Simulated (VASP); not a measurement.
# ReF (P-6m2) in VASP: further runs

The runs below take ReF through single point, relaxation of cell and atoms, with PBE.

Program: VASP 6.6.1. These are calculated values, not measurements. Logs are shortened: lines on timing, memory, paths and dates and some standing lists are left out, and cuts for length are marked.

## Step 1: The cell of the first run

Symmetry: P-6m2, No. 187, hexagonal system. The conventional cell has a = 2.660 Å, b = 2.660 Å, c = 4.149 Å, α = 90.00°, β = 90.00°, γ = 120.00°. Re (site symmetry -6m2) has 6 F at 2.58 Å and 6 Re at 2.66 Å within 3.4 Å. Within 3.4 Å of F (site symmetry -6m2) lie 6 Re at 2.58 Å and 6 F at 2.66 Å.

## Step 2: Single point, PBE, collinear spin

Input file INCAR:

```
ALGO = Normal ; EDIFF = 1E-6
ENCUT = 520 ; GGA = PE
ISIF = 2 ; ISMEAR = 0
ISPIN = 2 ; LASPH = T
LCHARG = F ; LMAXMIX = 4
LORBIT = 11 ; LREAL = F
LWAVE = F ; MAGMOM = 0.12 0
NBANDS = 18 ; NELM = 150
PREC = Accurate ; SIGMA = 0.1
```

Input file KPOINTS:

```
k-points
0
Gamma
  6 6 6
```

Input file POSCAR:

```
ReF
1.0
    2.6598400356      0.0000000000      0.0000000000
   -1.3299200178      2.3034890408      0.0000000000
    0.0000000000      0.0000000000      4.1491407158
Re F
1 1
Direct
    0.0000000000      0.0000000000      0.0000000000
    0.6666666667      0.3333333333      0.5000000000
```

Potentials or basis: VASP PAW PBE potentials, release 64 (Re, F).

The run is started by

```
> cat potpaw_PBE.64/Re/POTCAR potpaw_PBE.64/F/POTCAR > POTCAR
> mpirun -np 1 vasp_std > vasp.out
```

OUTCAR:

```text
EDIFF = 1E-6
   ENCUT = 520
   GGA = PE
   ISIF = 2
   ISMEAR = 0
   ISPIN = 2
   LASPH = T
   LORBIT = 11
   LREAL = F
   NELM = 150
   PREC = Accurate

 ion  position               nearest neighbor table
   1  0.000  0.000  0.000-   2 2.58   2 2.58   2 2.58   2 2.58   2 2.58   2 2.58
   2  0.667  0.333  0.500-   1 2.58   1 2.58   1 2.58   1 2.58   1 2.58   1 2.58

  LATTYP: Found a hexagonal cell.
 ALAT       =     2.6598400356
 C/A-ratio  =     1.5599211457

  Lattice vectors:

 A1 = (   2.6598400356,   0.0000000000,   0.0000000000)
 A2 = (  -1.3299200178,   2.3034890408,   0.0000000000)
 A3 = (   0.0000000000,   0.0000000000,   4.1491407158)

Analysis of symmetry for initial positions (statically):
=====================================================================
 Subroutine PRICEL returns:
 Original cell was already a primitive cell.

 Routine SETGRP: Setting up the symmetry group for a
 hexagonal supercell.

 Subroutine GETGRP returns: Found 12 space group operations
 (whereof 12 operations were pure point group operations)
 out of a pool of 24 trial point group operations.

The static configuration has the point symmetry D_3h.

Analysis of symmetry for dynamics (positions and initial velocities):
=====================================================================
 Subroutine PRICEL returns:
 Original cell was already a primitive cell.

 Routine SETGRP: Setting up the symmetry group for a
 hexagonal supercell.

 Subroutine GETGRP returns: Found 12 space group operations
 (whereof 12 operations were pure point group operations)
 out of a pool of 24 trial point group operations.

The dynamic configuration has the point symmetry D_3h.

Analysis of structural, dynamic, and magnetic symmetry:
=====================================================================
 Subroutine PRICEL returns:
 Original cell was already a primitive cell.

 Routine SETGRP: Setting up the symmetry group for a
 hexagonal supercell.

 Subroutine GETGRP returns: Found 12 space group operations
 (whereof 12 operations were pure point group operations)
 out of a pool of 24 trial point group operations.

The overall configuration has the point symmetry D_3h.

 Subroutine INISYM returns: Found 12 space group operations
 (whereof 12 operations are pure point group operations),
 and found     1 'primitive' translations

----------------------------------------------------------------------------------------

                                     Primitive cell

  volume of cell :      25.4214

  direct lattice vectors                    reciprocal lattice vectors
     2.659840036  0.000000000  0.000000000     0.375962459  0.217062027  0.000000000
    -1.329920018  2.303489041  0.000000000     0.000000000  0.434124054  0.000000000
     0.000000000  0.000000000  4.149140716     0.000000000  0.000000000  0.241013759

  length of vectors
     2.659840036  2.659840036  4.149140716     0.434124054  0.434124054  0.241013759

  position of ions in fractional coordinates (direct lattice)
     0.000000000  0.000000000  0.000000000
     0.666666667  0.333333333  0.500000000

  ion indices of the primitive-cell ions
   primitive index   ion index
                 1           1
                 2           2

----------------------------------------------------------------------------------------

 KPOINTS: k-points

Automatic generation of k-mesh.
 Grid dimensions read from file:
 generate k-points for:    6    6    6

 Generating k-lattice:

  Cartesian coordinates                     Fractional coordinates (reciprocal lattice)
     0.062660410  0.036177004  0.000000000     0.166666667  0.000000000  0.000000000
     0.000000000  0.072354009  0.000000000     0.000000000  0.166666667  0.000000000
     0.000000000  0.000000000  0.040168960     0.000000000  0.000000000  0.166666667

  Length of vectors
     0.072354009  0.072354009  0.040168960

  Shift w.r.t. Gamma in fractional coordinates (k-lattice)
     0.000000000  0.000000000  0.000000000

 Subroutine IBZKPT returns following result:
 ===========================================

 Found     28 irreducible k-points:

 Following reciprocal coordinates:
            Coordinates               Weight
  0.000000  0.000000  0.000000      1.000000
  0.166667 -0.000000  0.000000      6.000000
  0.333333 -0.000000  0.000000      6.000000
  0.500000 -0.000000  0.000000      3.000000
  0.166667  0.166667  0.000000      6.000000
  0.333333  0.166667  0.000000     12.000000
[... 16 lines left out ...]
  0.166667 -0.000000  0.500000      6.000000
  0.333333 -0.000000  0.500000      6.000000
 [... further k-points ...]
   k-points           NKPTS =     28   k-points in BZ     NKDIM =     28   number of bands    NBANDS=     18
   number of dos      NEDOS =    301   number of ions     NIONS =      2
   total plane-waves  NPLWV =  12800
   dimension x,y,z NGX =    20 NGY =   20 NGZ =   32
   dimension x,y,z NGXF=    40 NGYF=   40 NGZF=   64
   ions per type =               1   1
   NGX,Y,Z   is equivalent  to a cutoff of  12.50, 12.50, 12.82 a.u.
   NGXF,Y,Z  is equivalent  to a cutoff of  25.00, 25.00, 25.64 a.u.
 SYSTEM =  unknown system
   PREC   = accura    normal or accurate (medium, high low for compatibility)
   ISTART =      0    job   : 0-new  1-cont  2-samecut
   ICHARG =      2    charge: 1-file 2-atom 10-const
   ISPIN  =      2    spin polarized calculation?
   LNONCOLLINEAR =      F non collinear calculations
   LSORBIT =      F    spin-orbit coupling
   LASPH  =      T    aspherical Exc in radial PAW
   ENCUT  =  520.0 eV  38.22 Ry    6.18 a.u.   4.95  4.95  7.71*2*pi/ulx,y,z
   NELM   =    150;   NELMIN=  2; NELMDL= -5     # of ELM steps
   EDIFF  = 0.1E-05   stopping-criterion for ELM
   LREAL  =      F    real-space projection
   EDIFFG = 0.1E-04   stopping-criterion for IOM
   NSW    =      0    number of steps for IOM
   IBRION =     -1    ionic relax: 0-MD 1-quasi-New 2-CG
   NFREE  =      0    steps in history (QN), initial steepest desc. (CG)
   ISIF   =      2    stress and relaxation
   ISYM   =      2    0-nonsym 1-usesym 2-fastsym
   POTIM  = 0.5000    time-step for ionic-motion
   TEBEG  =    0.0;   TEEND  =   0.0 temperature during run
   PSTRESS=    0.0 pullay stress
   NELECT =      14.0000    total number of electrons
   NUPDOWN=      -1.0000    fix difference up-down
   EMIN   =  10.00;   EMAX   =-10.00  energy-range for DOS
   EFERMI =   0.00;   METHOD = LEGACY
   ISMEAR =     0;   SIGMA  =   0.10  broadening in eV -4-tet -1-fermi 0-gaus
   EFERMI_NEDOS =   21; number of points for ismear=-14 and -15
   IALGO  =     38    algorithm
   IMIX   =      4    mixing-type and parameters
     AMIX     =   0.40;   BMIX     =  1.00
     AMIX_MAG =   1.60;   BMIX_MAG =  1.00
  volume/ion in A,a.u.               =      12.71        85.78
  Fermi-wavevector in a.u.,A,eV,Ry     =   1.341892  2.535808 24.499659  1.800674
  Thomas-Fermi vector in A             =   2.470089
   LORBIT       =     11    0 simple, 1 ext, 2 COOP (PROOUT), +10 PAW based schemes
   GGA     = PE    functional components
   LHFCALC =     F    Hartree Fock is set to
   AEXX    =    0.0000 exact exchange contribution
   IVDW    =     0    specifies the selected vdW correction
   LEPSILON=     F    determine dielectric tensor
   LRPA    =     F    only Hartree local field effects (RPA)
 spin polarized calculation
 Gauss-broadening in eV      SIGMA  =   0.10
  energy-cutoff  :      520.00
  volume of cell :       25.42
 maximum number of plane-waves:       699
 NGX is ok and might be reduce to    20
   NGX =  9   NGY =  9   NGZ = 15

 number of electron      14.0000002 magnetization       0.2353371

 Free energy of the ion-electron system (eV)
  ---------------------------------------------------
  ext. energy  EPLUGINS =         0.00000000
  ---------------------------------------------------
  free energy    TOTEN  =       -13.59627952 eV

  energy without entropy =      -13.58242023  energy(sigma->0) =      -13.58934988

 E-fermi :   5.2937     XC(G=0): -12.1981

 val. band max:        5.2718419504   @ k =   0.1667  -0.0000   0.3333
 cond. band min:       5.3182939681   @ k =   0.3333   0.1667   0.3333
 fundamental gap:      0.0464520178
 Fermi energy:         5.2937297858

 spin component 1

 k-point     1 :       0.0000    0.0000    0.0000
  band No.  band energies     occupation
      1     -19.0752      1.00000
      2      -1.9618      1.00000
      3      -1.3854      1.00000
      4       1.3799      1.00000
      5       1.3799      1.00000
      6       4.0080      1.00000
[... 10 lines left out ...]
     17      29.4360      0.00000
     18      29.4361      0.00000
[... 463 lines left out ...]
 k-point    24 :       0.3333   -0.0000    0.5000
  band No.  band energies     occupation
      1     -18.5102      1.00000
      2      -1.9110      1.00000
      3      -0.9872      1.00000
      4       0.8560      1.00000
      5       0.8803      1.00000
      6       3.2060      1.00000
[... 10 lines left out ...]
     17      29.9675      0.00000
     18      31.2906      0.00000

 [... further k-points ...]

 spin component 2

 k-point     1 :       0.0000    0.0000    0.0000
  band No.  band energies     occupation
      1     -19.0722      1.00000
      2      -1.7805      1.00000
      3      -1.3789      1.00000
      4       1.3933      1.00000
      5       1.3933      1.00000
      6       4.1310      1.00000
[... 10 lines left out ...]
     17      29.5029      0.00000
     18      29.5035      0.00000
[... 463 lines left out ...]
 k-point    24 :       0.3333   -0.0000    0.5000
  band No.  band energies     occupation
      1     -18.5081      1.00000
      2      -1.8583      1.00000
      3      -0.9761      1.00000
      4       0.8885      1.00000
      5       1.0085      1.00000
      6       3.2896      1.00000
[... 10 lines left out ...]
     17      30.0238      0.00000
     18      31.4232      0.00000

 [... further k-points ...]
[... 5 lines left out ...]
  --------------------------------------------------------------------------------------
  -------------------------------------------------------------------------------------
  Total       -0.1427086     -0.1427086     -0.0832289      0.0000000      0.0000000      0.0000000
  in kB       -8.9941690     -8.9941690     -5.2454775      0.0000000      0.0000000      0.0000000
  external PRESSURE =      -7.7446051 kB  Pullay stress =       0.0000000 kB

 VOLUME and BASIS-vectors are now :
 -----------------------------------------------------------------------------
  energy-cutoff  :      520.00
  volume of cell :       25.42
      direct lattice vectors                 reciprocal lattice vectors
     2.659840036  0.000000000  0.000000000     0.375962459  0.217062027  0.000000000
    -1.329920018  2.303489041  0.000000000     0.000000000  0.434124054  0.000000000
     0.000000000  0.000000000  4.149140716     0.000000000  0.000000000  0.241013759

 POSITION                                       TOTAL-FORCE (eV/Angst)
 -----------------------------------------------------------------------------------
      0.00000      0.00000      0.00000        -0.000000      0.000000      0.000000
      1.32992      0.76783      2.07457         0.000000      0.000000      0.000000
 -----------------------------------------------------------------------------------
    total drift:                                0.000001     -0.000001      0.000000

  FREE ENERGIE OF THE ION-ELECTRON SYSTEM (eV)
  ---------------------------------------------------
  free  energy   TOTEN  =       -13.5962795214 eV

  energy  without entropy=      -13.5824202330  energy(sigma->0) =      -13.58934988

 total charge

# of ion       s       p       d       tot
------------------------------------------
    1        0.512   0.473   4.731   5.717
    2        1.769   4.229   0.000   5.998
--------------------------------------------------
tot          2.281   4.702   4.731  11.715

 magnetization (x)

# of ion       s       p       d       tot
------------------------------------------
    1        0.004   0.027   0.192   0.224
    2        0.000   0.001   0.000   0.001
--------------------------------------------------
tot          0.004   0.028   0.192   0.225
```

Wall time 38 s (1 thread of Intel Xeon 8259CL, shared host); peak memory 0.16 GiB.

Results:

| Property | Result |
| --- | --- |
| Free energy | -13.5963 eV |
| Pressure | -0.8 GPa |
| Net moment | 0.24 μB per cell |
| Site moments | Re +0.22; F +0.00 μB |
| Valence electrons inside the program's atomic spheres | Re 5.72; F 6.00 |

Stress tensor (GPa, compression positive):
```
-0.90  0.00  0.00
 0.00 -0.90  0.00
 0.00  0.00 -0.52
```

Levels at points of the mesh, in eV from the Fermi level:
Spin up:
```
           k point  band 3  band 4  band 5  band 6  band 7  band 8  band 9  band 10  band 11  band 12
(0.00, 0.00, 0.00)   -6.68   -3.91   -3.91   -1.29   -1.18   -1.18    1.98     1.98     7.70    13.37
(0.50, 0.00, 0.00)   -7.01   -5.40   -4.33   -1.30    0.76    1.11    3.74     4.78    10.58    10.69
(0.00, 0.00, 0.50)   -5.17   -3.85   -3.85   -1.37   -1.37    1.88    2.05     2.05     3.59    14.15
(0.50, 0.00, 0.50)   -6.93   -4.59   -4.58   -2.74    0.30    1.31    4.73     4.78    10.48    10.74
```
Spin down:
| k point | band 4 | band 5 | band 6 | band 7 | band 8 | band 9 | band 10 | band 11 |
| --- | --- | --- | --- | --- | --- | --- | --- | --- |
| (0.00, 0.00, 0.00) | -3.90 | -3.90 | -1.16 | -1.00 | -1.00 | 2.06 | 2.06 | 7.76 |
| (0.50, 0.00, 0.00) | -5.22 | -4.33 | -1.23 | 0.85 | 1.25 | 3.87 | 4.96 | 10.72 |
| (0.00, 0.00, 0.50) | -3.84 | -3.84 | -1.18 | -1.18 | 1.97 | 2.14 | 2.14 | 3.64 |
| (0.50, 0.00, 0.50) | -4.58 | -4.46 | -2.65 | 0.45 | 1.40 | 4.87 | 4.95 | 10.62 |

Caveat: the k points lie up to 0.45 Å⁻¹ apart; spin-orbit coupling is left out, which moves the levels of the heavy elements.

[end of part 1 of 2]
